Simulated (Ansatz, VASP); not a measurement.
**Two plane-wave programs on Si**

The input INCAR:

```
  PREC = Accurate
  ENCUT = 400
  EDIFF = 1E-6
  ISMEAR = 0
  SIGMA = 0.1
  LREAL = F
  LASPH = T
  NELM = 120
  ALGO = Normal
  ISIF = 2
  LWAVE = F
  LCHARG = F
  LDIPOL = T
  IDIPOL = 3
  DIPOL = 0.5 0.5 0.374
  GGA = PE
  IVDW = 12
  NBANDS = 16
  GGA_COMPAT = F
  NELMDL = -8
```

KPOINTS

```
Automatic mesh
0
Gamma
  9 9 1
```

Contents of POSCAR:

```
Si
1.0
    3.8472023567      0.0000000000      0.0000000000
   -1.9236011784      3.3317749744      0.0000000000
    0.0000000000      0.0000000000     18.4446971473
Si
4
Direct
    0.3333333333      0.6666666667      0.2695814702
    0.6666666667      0.3333333333      0.2439725610
    0.8333333333      0.6666666667      0.5039224593
    0.5000000000      1.0000000000      0.4783135501
```

Input for Ansatz:

```yaml
crystal:
  lattice:
    - [3.8472023567, 0.0, 0.0]
    - [-1.9236011784, 3.3317749744, 0.0]
    - [0.0, 0.0, 18.4446971473]
  atoms:
    - { symbol: Si, position: [0.3333333333, 0.6666666667, 0.2695814702] }
    - { symbol: Si, position: [0.6666666667, 0.3333333333, 0.243972561] }
    - { symbol: Si, position: [0.8333333333, 0.6666666667, 0.5039224593] }
    - { symbol: Si, position: [0.5, 1.0, 0.4783135501] }
basis:
  ecutwfc: 420
kpoints:
  mp_grid: { grid: [9, 9, 1] }
hamiltonian:
  xc: pbe
  dispersion: d3bj
scf:
  occupations: { method: gaussian, width: 0.1 }
output:
  forces: true
  eigenvalues: true
  write_density: true
  write_potential: true
  elf: true
  volumetric_format: npy
efield:
  axis: 3
  dipole_correction: true
  ramp_width: 0.04
```

Alike in both runs: task single point; functional PBE; dispersion D3(BJ); k mesh 9 × 9 × 1; occupations gaussian, width 0.1 eV; no spin polarisation.

```csv
,VASP,Ansatz
version,VASP 6.6.1,Ansatz 0.2.0
potentials or method,"VASP PAW PBE potentials, release 64 (Si), cutoff 400 eV","scalar-relativistic, plane waves, PAW"
valence electrons in the cell,16,16
```

|  | VASP | Ansatz | Ansatz less VASP |
| --- | --- | --- | --- |
| gap on the k mesh at the Fermi level (eV) | 0.43 | 0.43 | 0.000 |
| least direct gap on the mesh (eV) | 0.43 | 0.43 | 0.000 |
| rms of the force components (eV/Å) | 0.073 | 0.076 | +0.0025 |

Atom by atom the forces differ by 0.004 eV/Å (rms over components).
